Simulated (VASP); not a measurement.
The system is CoO.

```
Co O
1.0
     1.50547    0.86918    2.43993
    -1.50547    0.86918    2.43993
     0.00000   -1.73837    2.43993
Co O
1 1
Direct
  0.00000 0.00000 0.00000
  0.50000 0.50000 0.50000
```

Base run:

| Item | Value |
| --- | --- |
| Program | VASP 6.6.1 |
| Functional | PBE |
| Potentials or basis | VASP PAW PBE potentials, release 64 (Co, O) |
| Cutoff | 520 eV |
| k mesh | 18 × 18 × 18 |
| Occupations | gaussian, width 0.1 eV |
| Spin | collinear spin, ferromagnetic start |
| Starting moments | [2.79, 0.38] μB |
| Fixed moment | 3 μB |

Its results: pressure 0.4 GPa; net moment 3.00 μB per cell; site moments Co +2.62; O +0.33 μB.

Problem. The run is repeated on the same cell with these changes: fixed moment from 3 μB to none; moments at the start from [2.79, 0.38] to [0.5, 0.5]. What comes out?

Solution. Pressure -0.6 GPa; net moment 2.89 μB per cell; site moments Co +2.54; O +0.29 μB.

Caveats: a cell with one magnetic atom can't hold antiferromagnetic order, which such compounds often take; the total moment is fixed, so each spin has its own Fermi level (some runs).
